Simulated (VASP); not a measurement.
MgCdS4:

```
Mg Cd S
1.0
     5.91338    0.00000    0.00000
    -2.95669    5.12114    0.00000
     0.00000    0.00000    4.58075
Mg Cd S
1 1 4
Direct
  0.00000 0.00000 0.00000
  0.66667 0.33333 0.00000
  0.33333 0.66667 0.00000
  0.67433 0.83716 0.50000
  0.16284 0.83716 0.50000
  0.16284 0.32567 0.50000
```

| Item | Value |
| --- | --- |
| Program | VASP 6.6.1 |
| Task | relaxation of cell and atoms |
| Functional | PBE |
| Potentials or basis | VASP PAW PBE potentials, release 64 (Mg, Cd, S) |
| Cutoff | 600 eV |
| k mesh | 3 × 3 × 4 |
| Occupations | gaussian, width 0.1 eV |
| Spin | no spin polarisation |

At the start: pressure -5.5 GPa; volume 23.12 Å³/atom.

Q: Where does the relaxation end?

A: Over 9 steps the energy falls by 76.8 meV/atom and the volume is 20.33 Å³/atom (-12.1 %); space group P-6m2 (No. 187, to 0.05 Å).

The path:
```tsv
step	energy change (eV)	largest force (eV/Å)	pressure (GPa)	volume (Å³)
1	0.0000	0.3115	-5.51	138.72
2	-0.3965	0.0143	-1.17	123.33
3	-0.4139	0.1142	0.17	120.12
4	-0.4140	0.1256	0.33	119.76
5	-0.4324	0.1234	0.35	119.89
6	-0.4558	0.0647	0.63	120.10
7	-0.4566	0.0359	0.74	120.13
8	-0.4597	0.0419	-0.39	122.92
9	-0.4608	0.0161	-0.01	121.96
```

Final structure:
```
CELL_PARAMETERS angstrom
5.85628 0.00000 0.00000
-2.92814 5.07168 0.00000
0.00000 0.00000 4.10616
ATOMIC_POSITIONS crystal
Mg 0.00000 0.00000 0.00000
Cd 0.66667 0.33333 0.00000
S 0.33333 0.66667 0.00000
S 0.67269 0.83635 0.50000
S 0.16365 0.83635 0.50000
S 0.16365 0.32731 0.50000
```

Caveat: the k points lie up to 0.41 Å⁻¹ apart in the final cell.
